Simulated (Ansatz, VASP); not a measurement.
SiC in VASP and in Ansatz

```
CELL_PARAMETERS angstrom
4.34800 0.00000 0.00000
0.00000 -4.34800 0.00000
0.00000 0.00000 -4.34800
ATOMIC_POSITIONS crystal
Si 0.00000 0.51380 0.50000
Si 0.50000 0.00000 0.50000
Si 0.50000 0.50000 0.00000
Si 0.00000 0.00000 0.00000
C 0.75000 0.75000 0.75000
C 0.25000 0.25000 0.75000
C 0.25000 0.75000 0.25000
C 0.75000 0.25000 0.25000
```

Alike in both runs: task single point; functional PBE; k mesh 6 × 6 × 6; occupations gaussian, width 0.05 eV; no spin polarisation.

|  | VASP | Ansatz |
| --- | --- | --- |
| version | VASP 6.6.1 | Ansatz 0.2.0 |
| potentials or method | VASP PAW PBE potentials, release 64 (Si, C), cutoff 520 eV | scalar-relativistic, plane waves, PAW |
| valence electrons in the cell | 32 | 32 |

```tsv
	VASP	Ansatz	Ansatz less VASP
gap on the k mesh at the Fermi level (eV)	1.12	1.12	+0.003
least direct gap on the mesh (eV)	1.12	1.12	+0.003
pressure (GPa)	4.9	5.0	+0.06
traceless stress, the component that is largest in VASP (GPa)	1.03	1.03	+0.002
rms of the force components (eV/Å)	0.369	0.369	+0.0005
```

Atom by atom the forces differ by 0.001 eV/Å (rms over components). With one functional, cell and mesh, what is left measures potentials, basis and numerics.
